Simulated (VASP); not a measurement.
BAs:

```
CELL_PARAMETERS angstrom
0.00000 2.39187 2.39187
2.39187 0.00000 2.39187
2.39187 2.39187 0.00000
ATOMIC_POSITIONS crystal
B 0.00000 0.00000 0.00000
As 0.25000 0.25000 0.25000
```

Base run:

```yaml
Program: VASP 6.6.1
Functional: PBE
Potentials_or_basis: VASP PAW PBE potentials, release 64 (B, As)
Cutoff: 500 eV
k_mesh: 10 × 10 × 10
Occupations: gaussian, width 0.01 eV
Spin: no spin polarisation
```

Its results: band gap on the k mesh 1.18 eV, indirect (least direct gap 3.27 eV); pressure 2.8 GPa.

Problem. The run is repeated on the same cell with these changes: functional from PBE to r2SCAN; cutoff from 500 eV to 550 eV. What comes out?

Solution. Band gap on the k mesh 1.37 eV, indirect (least direct gap 3.44 eV); pressure 0.3 GPa.

r2SCAN gives the wider gap, since meta-GGAs in the generalised Kohn-Sham scheme recover part of the derivative discontinuity.

Caveats: the PAW data sets were made with another functional, which shifts forces and pressure a little (some runs).

A k mesh can miss the band edges.
